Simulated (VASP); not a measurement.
# Ru (Im-3m) in VASP: notebook

Ru is run at these levels: PBE; tasks: single point, relaxation of cell and atoms.

Program: VASP 6.6.1. These are calculated values, not measurements. Logs are shortened: lines on timing, memory, paths and dates and some standing lists are left out, and cuts for length are marked.

**1. The cell of the first run**

The structure is cubic, space group Im-3m (No. 229). Conventional cell: a = 3.054 Å, b = 3.054 Å, c = 3.054 Å, α = 90.00°, β = 90.00°, γ = 90.00°. Within 3.5 Å of Ru (site symmetry m-3m) lie 14 Ru at 2.65 to 3.05 Å.

**2. Single point, PBE**

Input file INCAR:

```
  ALGO = Normal
  EDIFF = 1E-6
  ENCUT = 520
  GGA = PE
  ISIF = 2
  ISMEAR = -1
  LASPH = T
  LCHARG = F
  LREAL = F
  LWAVE = F
  NBANDS = 13
  NELM = 100
  PREC = Accurate
  SIGMA = 0.05
```

Input file KPOINTS:

```
k-points
0
Gamma
  18 18 18
```

Input file POSCAR:

```
Ru
1.0
   -1.5270976574      1.5270976574      1.5270976574
    1.5270976574     -1.5270976574      1.5270976574
    1.5270976574      1.5270976574     -1.5270976574
Ru
1
Direct
    0.0000000000      0.0000000000      0.0000000000
```

Potentials or basis: VASP PAW PBE potentials, release 64 (Ru_pv).

Launch:

```bash
$ cat potpaw_PBE.64/Ru_pv/POTCAR > POTCAR
$ mpirun -np 1 vasp_std > vasp.out
```

OUTCAR:

```text
EDIFF = 1E-6
   ENCUT = 520
   GGA = PE
   ISIF = 2
   ISMEAR = -1
   LASPH = T
   LREAL = F
   NELM = 100
   PREC = Accurate

 ion  position               nearest neighbor table
   1  0.000  0.000  0.000-

  LATTYP: Found a body centered cubic cell.
 ALAT       =     3.0541953148

  Lattice vectors:

 A1 = (  -1.5270976574,   1.5270976574,   1.5270976574)
 A2 = (   1.5270976574,  -1.5270976574,   1.5270976574)
 A3 = (   1.5270976574,   1.5270976574,  -1.5270976574)

Analysis of symmetry for initial positions (statically):
=====================================================================
 Subroutine PRICEL returns:
 Original cell was already a primitive cell.

 Routine SETGRP: Setting up the symmetry group for a
 body centered cubic supercell.

 Subroutine GETGRP returns: Found 48 space group operations
 (whereof 48 operations were pure point group operations)
 out of a pool of 48 trial point group operations.

The static configuration has the point symmetry O_h .

Analysis of symmetry for dynamics (positions and initial velocities):
=====================================================================
 Subroutine PRICEL returns:
 Original cell was already a primitive cell.

 Routine SETGRP: Setting up the symmetry group for a
 body centered cubic supercell.

 Subroutine GETGRP returns: Found 48 space group operations
 (whereof 48 operations were pure point group operations)
 out of a pool of 48 trial point group operations.

The dynamic configuration has the point symmetry O_h .

 Subroutine INISYM returns: Found 48 space group operations
 (whereof 48 operations are pure point group operations),
 and found     1 'primitive' translations

----------------------------------------------------------------------------------------

                                     Primitive cell

  volume of cell :      14.2449

  direct lattice vectors                    reciprocal lattice vectors
    -1.527097657  1.527097657  1.527097657     0.000000000  0.327418484  0.327418484
     1.527097657 -1.527097657  1.527097657     0.327418484  0.000000000  0.327418484
     1.527097657  1.527097657 -1.527097657     0.327418484  0.327418484  0.000000000

  length of vectors
     2.645010731  2.645010731  2.645010731     0.463039661  0.463039661  0.463039661

  position of ions in fractional coordinates (direct lattice)
     0.000000000  0.000000000  0.000000000

  ion indices of the primitive-cell ions
   primitive index   ion index
                 1           1

----------------------------------------------------------------------------------------

 KPOINTS: k-points

Automatic generation of k-mesh.
 Grid dimensions read from file:
 generate k-points for:   18   18   18

 Generating k-lattice:

  Cartesian coordinates                     Fractional coordinates (reciprocal lattice)
     0.000000000  0.018189916  0.018189916     0.055555556  0.000000000  0.000000000
     0.018189916  0.000000000  0.018189916     0.000000000  0.055555556  0.000000000
     0.018189916  0.018189916  0.000000000     0.000000000  0.000000000  0.055555556

  Length of vectors
     0.025724426  0.025724426  0.025724426

  Shift w.r.t. Gamma in fractional coordinates (k-lattice)
     0.000000000  0.000000000  0.000000000

 Subroutine IBZKPT returns following result:
 ===========================================

 Found    195 irreducible k-points:

 Following reciprocal coordinates:
            Coordinates               Weight
  0.000000  0.000000  0.000000      1.000000
  0.055556  0.000000  0.000000     12.000000
  0.111111  0.000000  0.000000     12.000000
  0.166667  0.000000  0.000000     12.000000
  0.222222  0.000000  0.000000     12.000000
  0.277778  0.000000  0.000000     12.000000
[... 16 lines left out ...]
  0.333333  0.111111 -0.000000     48.000000
  0.388889  0.111111 -0.000000     48.000000
 [... further k-points ...]
   k-points           NKPTS =    195   k-points in BZ     NKDIM =    195   number of bands    NBANDS=     13
   number of dos      NEDOS =    301   number of ions     NIONS =      1
   total plane-waves  NPLWV =   8000
   dimension x,y,z NGX =    20 NGY =   20 NGZ =   20
   dimension x,y,z NGXF=    40 NGYF=   40 NGZF=   40
   ions per type =               1
   NGX,Y,Z   is equivalent  to a cutoff of  12.57, 12.57, 12.57 a.u.
   NGXF,Y,Z  is equivalent  to a cutoff of  25.14, 25.14, 25.14 a.u.
 SYSTEM =  unknown system
   PREC   = accura    normal or accurate (medium, high low for compatibility)
   ISTART =      0    job   : 0-new  1-cont  2-samecut
   ICHARG =      2    charge: 1-file 2-atom 10-const
   ISPIN  =      1    spin polarized calculation?
   LNONCOLLINEAR =      F non collinear calculations
   LSORBIT =      F    spin-orbit coupling
   LASPH  =      T    aspherical Exc in radial PAW
   ENCUT  =  520.0 eV  38.22 Ry    6.18 a.u.   4.92  4.92  4.92*2*pi/ulx,y,z
   NELM   =    100;   NELMIN=  2; NELMDL= -5     # of ELM steps
   EDIFF  = 0.1E-05   stopping-criterion for ELM
   LREAL  =      F    real-space projection
   EDIFFG = 0.1E-04   stopping-criterion for IOM
   NSW    =      0    number of steps for IOM
   IBRION =     -1    ionic relax: 0-MD 1-quasi-New 2-CG
   NFREE  =      0    steps in history (QN), initial steepest desc. (CG)
   ISIF   =      2    stress and relaxation
   ISYM   =      2    0-nonsym 1-usesym 2-fastsym
   POTIM  = 0.5000    time-step for ionic-motion
   TEBEG  =    0.0;   TEEND  =   0.0 temperature during run
   PSTRESS=    0.0 pullay stress
   NELECT =      14.0000    total number of electrons
   NUPDOWN=      -1.0000    fix difference up-down
   EMIN   =  10.00;   EMAX   =-10.00  energy-range for DOS
   EFERMI =   0.00;   METHOD = LEGACY
   ISMEAR =    -1;   SIGMA  =   0.05  broadening in eV -4-tet -1-fermi 0-gaus
   EFERMI_NEDOS =   21; number of points for ismear=-14 and -15
   IALGO  =     38    algorithm
   IMIX   =      4    mixing-type and parameters
     AMIX     =   0.40;   BMIX     =  1.00
     AMIX_MAG =   1.60;   BMIX_MAG =  1.00
  volume/ion in A,a.u.               =      14.24        96.13
  Fermi-wavevector in a.u.,A,eV,Ry     =   1.627661  3.075834 36.045660  2.649281
  Thomas-Fermi vector in A             =   2.720420
   LORBIT       =      0    0 simple, 1 ext, 2 COOP (PROOUT), +10 PAW based schemes
   GGA     = PE    functional components
   LHFCALC =     F    Hartree Fock is set to
   AEXX    =    0.0000 exact exchange contribution
   IVDW    =     0    specifies the selected vdW correction
   LEPSILON=     F    determine dielectric tensor
   LRPA    =     F    only Hartree local field effects (RPA)
 non-spin polarized calculation
  energy-cutoff  :      520.00
  volume of cell :       14.24
 maximum number of plane-waves:       395
   NGX =  9   NGY =  9   NGZ =  9

 number of electron      14.0000005 magnetization

 Free energy of the ion-electron system (eV)
  ---------------------------------------------------
  ext. energy  EPLUGINS =         0.00000000
  ---------------------------------------------------
  free energy    TOTEN  =        -8.61840741 eV

  energy without entropy =       -8.60198638  energy(sigma->0) =       -8.61019689

 E-fermi :  12.1362     XC(G=0): -13.8126

 val. band max:       12.1281227861   @ k =   0.2778   0.1111   0.1111
 cond. band min:      12.1421819977   @ k =  -0.0556   0.0556   0.0556
 fundamental gap:      0.0140592117
 Fermi energy:        12.1361781071

 k-point     1 :       0.0000    0.0000    0.0000
  band No.  band energies     occupation
      1     -30.4213      2.00000
      2     -30.4213      2.00000
      3     -30.4213      2.00000
      4       4.2812      2.00000
      5       9.4111      2.00000
      6       9.4111      2.00000
      7       9.4111      2.00000
      8      12.0480      1.70745
      9      12.0480      1.70745
     10      22.6974      0.00000
     11      29.2707      0.00000
     12      29.2707      0.00000
     13      29.2707      0.00000

 k-point     2 :       0.0556    0.0000    0.0000
  band No.  band energies     occupation
      1     -30.4505      2.00000
      2     -30.4307      2.00000
      3     -30.4214      2.00000
      4       4.4147      2.00000
      5       9.3503      2.00000
      6       9.4076      2.00000
      7       9.5244      2.00000
      8      11.9673      1.93394
      9      12.0516      1.68865
     10      22.6974      0.00000
     11      29.3425      0.00000
     12      29.4081      0.00000
     13      29.4765      0.00000

 k-point     3 :       0.1111    0.0000    0.0000
  band No.  band energies     occupation
      1     -30.5340      2.00000
      2     -30.4577      2.00000
      3     -30.4216      2.00000
      4       4.7974      2.00000
      5       9.1796      2.00000
      6       9.3879      2.00000
      7       9.8589      2.00000
      8      11.7802      1.99838
      9      12.0652      1.61061
     10      22.6974      0.00000
     11      29.4813      0.00000
     12      29.6847      0.00000
     13      30.0773      0.00000

 k-point     4 :       0.1667    0.0000    0.0000
  band No.  band energies     occupation
      1     -30.6605      2.00000
      2     -30.4988      2.00000
      3     -30.4219      2.00000
      4       5.3655      2.00000
      5       8.9293      2.00000
      6       9.3500      2.00000
      7      10.3976      2.00000
      8      11.6136      1.99994
      9      12.0947      1.39226
     10      22.6973      0.00000
     11      29.4449      0.00000
     12      29.7020      0.00000
     13      31.0277      0.00000

 k-point     5 :       0.2222    0.0000    0.0000
  band No.  band energies     occupation
      1     -30.8132      2.00000
      2     -30.5488      2.00000
      3     -30.4223      2.00000
      4       5.9711      2.00000
      5       8.6387      2.00000
      6       9.3917      2.00000
      7      11.1100      2.00000
      8      11.5707      1.99998
      9      12.1460      0.90240
     10      22.6973      0.00000
     11      28.9655      0.00000
     12      29.0020      0.00000
     13      32.2584      0.00000

 k-point     6 :       0.2778    0.0000    0.0000
  band No.  band energies     occupation
      1     -30.9732      2.00000
      2     -30.6018      2.00000
      3     -30.4228      2.00000
      4       6.3631      2.00000
      5       8.3469      2.00000
      6       9.7677      2.00000
      7      11.6622      1.99985
      8      11.9470      1.95555
      9      12.2197      0.31676
     10      22.6972      0.00000
     11      27.5775      0.00000
     12      28.1153      0.00000
     13      33.6780      0.00000

 k-point     7 :       0.3333    0.0000    0.0000
  band No.  band energies     occupation
      1     -31.1210      2.00000
      2     -30.6511      2.00000
      3     -30.4233      2.00000
      4       6.4192      2.00000
      5       8.0870      2.00000
      6      10.5998      2.00000
      7      11.8466      1.99391
      8      12.3085      0.06175
      9      12.8326      0.00000
     10      22.6968      0.00000
     11      25.8062      0.00000
     12      27.1927      0.00000
     13      33.4323      0.00000
[... 193 lines left out ...]
 k-point    20 :       0.1667    0.1111    0.0000
  band No.  band energies     occupation
      1     -30.8589      2.00000
      2     -30.5485      2.00000
      3     -30.4566      2.00000
      4       6.2965      2.00000
      5       8.6952      2.00000
      6       8.9689      2.00000
      7      11.3795      2.00000
      8      11.6467      1.99989
      9      12.3283      0.04201
     10      22.6973      0.00000
     11      28.9666      0.00000
     12      29.0773      0.00000
     13      31.7099      0.00000

 k-point    21 :       0.2222    0.1111    0.0000
  band No.  band energies     occupation
      1     -30.9954      2.00000
      2     -30.6088      2.00000
      3     -30.4602      2.00000
      4       6.7068      2.00000
      5       8.4064      2.00000
      6       9.1969      2.00000
      7      11.4530      2.00000
      8      12.3536      0.02551
      9      12.6953      0.00003
     10      22.6971      0.00000
     11      27.5359      0.00000
     12      28.2455      0.00000
     13      32.5934      0.00000

 k-point    22 :       0.2778    0.1111   -0.0000
  band No.  band energies     occupation
      1     -31.1204      2.00000
      2     -30.6678      2.00000
      3     -30.4623      2.00000
      4       6.7613      2.00000
      5       8.1585      2.00000
      6       9.8188      2.00000
      7      11.6405      1.99990
      8      12.5069      0.00121
      9      13.7168      0.00000
     10      22.6969      0.00000
     11      25.7763      0.00000
     12      27.3574      0.00000
     13      31.6000      0.00000

 k-point    23 :       0.3333    0.1111   -0.0000
  band No.  band energies     occupation
      1     -31.2205      2.00000
      2     -30.7166      2.00000
      3     -30.4637      2.00000
      4       6.6297      2.00000
      5       7.9739      2.00000
      6      10.5562      2.00000
      7      11.8559      1.99268
      8      12.6890      0.00003
      9      14.7783      0.00000
     10      22.6959      0.00000
     11      24.0039      0.00000
     12      26.6050      0.00000
     13      30.4239      0.00000

 k-point    24 :       0.3889    0.1111   -0.0000
  band No.  band energies     occupation
      1     -31.2851      2.00000
      2     -30.7485      2.00000
      3     -30.4645      2.00000
      4       6.4977      2.00000
      5       7.8600      2.00000
      6      11.0938      2.00000
      7      11.9521      1.95083
      8      12.9836      0.00000
      9      15.6805      0.00000
     10      22.5458      0.00000
     11      22.7130      0.00000
     12      26.1107      0.00000
     13      29.6007      0.00000

 [... further k-points ...]
[... 5 lines left out ...]
  --------------------------------------------------------------------------------------
  -------------------------------------------------------------------------------------
  Total       -0.0358944     -0.0358944     -0.0358944      0.0000000      0.0000000     -0.0000000
  in kB       -4.0371654     -4.0371654     -4.0371654      0.0000000      0.0000000     -0.0000000
  external PRESSURE =      -4.0371654 kB  Pullay stress =       0.0000000 kB

 VOLUME and BASIS-vectors are now :
 -----------------------------------------------------------------------------
  energy-cutoff  :      520.00
  volume of cell :       14.24
      direct lattice vectors                 reciprocal lattice vectors
    -1.527097657  1.527097657  1.527097657     0.000000000  0.327418484  0.327418484
     1.527097657 -1.527097657  1.527097657     0.327418484  0.000000000  0.327418484
     1.527097657  1.527097657 -1.527097657     0.327418484  0.327418484  0.000000000

 POSITION                                       TOTAL-FORCE (eV/Angst)
 -----------------------------------------------------------------------------------
      0.00000      0.00000      0.00000         0.000000     -0.000000     -0.000000
 -----------------------------------------------------------------------------------
    total drift:                                0.000000     -0.000000      0.000000

  FREE ENERGIE OF THE ION-ELECTRON SYSTEM (eV)
  ---------------------------------------------------
  free  energy   TOTEN  =        -8.6184074101 eV

  energy  without entropy=       -8.6019863781  energy(sigma->0) =       -8.61019689
```

Run time: 10 s. Hardware: 1 thread of Intel Xeon 6975P-C (Granite Rapids), shared host; peak memory 0.14 GiB.

Results:

```yaml
Free_energy: -8.6184 eV
Pressure: -0.4 GPa
Band_gap_on_the_k_mesh: zero (band 7 reaches 13.89 eV, above the bottom of band 8 at 10.35 eV)
```

**3. Single point, PBE**

Input file INCAR:

```
SYSTEM = Ru
ALGO     = Normal         ! electronic algorithm
EDIFF    = 1E-7           ! SCF threshold, eV
ENCUT    = 520            ! plane-wave cutoff, eV
GGA      = PE             ! functional
ISIF     = 2              ! what is computed and relaxed
ISMEAR   = -1             ! smearing method
LASPH    = .TRUE.         ! aspherical terms in the spheres
LCHARG   = .FALSE.        ! write CHGCAR
LREAL    = .FALSE.        ! projectors in reciprocal space
LWAVE    = .FALSE.        ! write WAVECAR
NBANDS   = 13             ! bands
NELM     = 60             ! most SCF steps
PREC     = Accurate       ! precision mode
SIGMA    = 0.05           ! smearing width, eV
```

Input file KPOINTS:

```
k-points
0
G
  18 18 18
  0 0 0
```

Input file POSCAR:

```
Ru
1.0
   -1.5269560664      1.5269560664      1.5269560664
    1.5269560664     -1.5269560664      1.5269560664
    1.5269560664      1.5269560664     -1.5269560664
Ru
1
Direct
    0.0000000000      0.0000000000      0.0000000000
```

Potentials or basis: VASP PAW PBE potentials, release 64 (Ru_pv).

Launch:

```bash
$ cat potpaw_PBE.64/Ru_pv/POTCAR > POTCAR
$ mpirun -np 1 vasp_std > vasp.out
```

It took 11 s on 1 thread of Intel Xeon 6975P-C (Granite Rapids), shared host; peak memory 0.15 GiB.

The run converged. Its results:

| Quantity | Value |
| --- | --- |
| Free energy | -8.6184 eV |
| Pressure | -0.3 GPa |
| Band gap on the k mesh | zero (band 7 reaches 13.90 eV, above the bottom of band 8 at 10.35 eV) |

Levels at points of the mesh, in eV from the Fermi level:
```
           k point  band 3  band 4  band 5  band 6  band 7  band 8  band 9  band 10  band 11  band 12
(0.00, 0.00, 0.00)  -42.56   -7.86   -2.73   -2.73   -2.73   -0.09   -0.09    10.56    17.13    17.13
(0.50, 0.00, 0.00)  -42.56   -6.01   -4.43   -0.11    0.35    1.18    2.35     9.98    10.56    13.60
(0.50, 0.50, 0.50)  -43.21   -6.08   -6.08    1.75    1.75    1.75    9.22     9.22     9.22    10.56
```

**4. Relaxation of cell and atoms, PBE, target pressure -0.3 GPa, at which the enthalpy is minimised**

Input file INCAR:

```
SYSTEM = Ru
  PREC = Accurate
  ENCUT = 600
  EDIFF = 1E-6
  ISMEAR = -1
  SIGMA = 0.05
  LREAL = .FALSE.
  LASPH = .TRUE.
  NELM = 60
  ALGO = Normal
  ISIF = 3
  LWAVE = .FALSE.
  LCHARG = .FALSE.
  GGA = PE
  IBRION = 2
  NSW = 60
  EDIFFG = -0.005
  PSTRESS = -3.0
```

Input file KPOINTS:

```
Automatic mesh
0
G
  18 18 18
  0 0 0
```

Input file POSCAR:

```
Ru
1.0
   -1.5270976574      1.5270976574      1.5270976574
    1.5270976574     -1.5270976574      1.5270976574
    1.5270976574      1.5270976574     -1.5270976574
Ru
1
Direct
    0.0000000000      0.0000000000      0.0000000000
```

Launch:

```bash
$ cat potpaw_PBE.64/Ru_pv/POTCAR > POTCAR
$ mpirun -np 1 vasp_std > vasp.out
```

Wall time 17 s (1 thread of Intel Xeon 6975P-C (Granite Rapids), shared host); peak memory 0.17 GiB.

The run converged. Its results:

```yaml
Free_energy: -8.6184 eV
Relaxed_volume: 14.24 Å³/atom
Relaxed_cell: a = 2.645 Å, b = 2.645 Å, c = 2.645 Å, α = 109.47°, β = 109.47°, γ = 109.47°
Space_group_after_relaxing_to_0.05_Å: Im-3m (No. 229)
Energy_change_on_relaxing_the_enthalpy_is_what_falls: -0.0 meV/atom
Ionic_steps: 3
Pressure_after_relaxing: -0.2 GPa
Band_gap_on_the_k_mesh: zero (band 7 reaches 13.90 eV, above the bottom of band 8 at 10.35 eV)
```

Final structure:
```
Ru
1.0
    -1.52685    1.52685    1.52685
     1.52685   -1.52685    1.52685
     1.52685    1.52685   -1.52685
Ru
1
Direct
  0.00000 0.00000 0.00000
```

Levels at points of the mesh, in eV from the Fermi level:
| k point | band 5 | band 6 | band 7 | band 8 | band 9 | band 10 |
| --- | --- | --- | --- | --- | --- | --- |
| (0.00, 0.00, 0.00) | -2.73 | -2.73 | -2.73 | -0.09 | -0.09 | 10.56 |
| (0.50, 0.00, 0.00) | -4.43 | -0.11 | 0.35 | 1.18 | 2.35 | 9.98 |
| (0.50, 0.50, 0.50) | -6.08 | 1.75 | 1.75 | 1.75 | 9.22 | 9.22 |

Caveat: the cell is relaxed towards a set pressure, so the enthalpy falls and the energy may rise.

[end of part 1 of 2]
